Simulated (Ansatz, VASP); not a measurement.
**One calculation of Zr, two programs**

INCAR

```
SYSTEM = Zr
  PREC = Accurate
  ENCUT = 520
  EDIFF = 1E-7
  ISMEAR = 0
  SIGMA = 0.1
  LREAL = .FALSE.
  LASPH = .TRUE.
  NELM = 100
  ALGO = Normal
  ISIF = 2
  LWAVE = .FALSE.
  LCHARG = .TRUE.
  GGA = PE
  LELF = .TRUE.
  LVHAR = .TRUE.
  NBANDS = 19
```

Contents of KPOINTS:

```
regular mesh
0
G
  11 11 6
  0 0 0
```

The input POSCAR:

```
Zr
1.0
    3.2318821451      0.0000000000      0.0000000000
   -1.6159410725      2.7988920397      0.0000000000
    0.0000000000      0.0000000000      5.1741041053
Zr
2
Direct
    0.3333333333      0.6666666667      0.2500000000
    0.6666666667      0.3333333333      0.7500000000
```

Input for Ansatz:

```yaml
crystal:
  lattice:
    - [3.2318821451, 0.0, 0.0]
    - [-1.6159410725, 2.7988920397, 0.0]
    - [0.0, 0.0, 5.1741041053]
  atoms:
    - { symbol: Zr, position: [0.3333333333, 0.6666666667, 0.25] }
    - { symbol: Zr, position: [0.6666666667, 0.3333333333, 0.75] }
hamiltonian:
  xc: pbe
  pseudopotentials:
    kind: paw
    azcp:
      Zr: "pseudopotentials/Zr.paw.azcp"
basis:
  ecutwfc: 420
  fft_grid_basis: typed
kpoints:
  mp_grid: { grid: [11, 11, 6], shift: [0, 0, 0] }
magnetization:
  spin_polarized: false
scf:
  occupations: { method: gaussian, width: 0.1 }
  lower_state_search: "off"
output:
  stress: true
```

Alike in both runs: task single point; functional PBE; k mesh 11 × 11 × 6; occupations gaussian, width 0.1 eV; no spin polarisation.

```csv
,VASP,Ansatz
version,VASP 6.6.1,Ansatz 0.2.0
potentials or method,"VASP PAW PBE potentials, release 64 (Zr_sv), cutoff 520 eV","plane waves (420 eV) with PAW, scalar-relativistic"
valence electrons in the cell,24,24
```

|  | VASP | Ansatz | Ansatz less VASP |
| --- | --- | --- | --- |
| pressure (GPa) | -0.1 | -0.1 | -0.01 |
| traceless stress, the component that is largest in VASP (GPa) | -0.22 | -0.21 | +0.003 |

With one functional, cell and mesh, what is left measures potentials, basis and numerics.
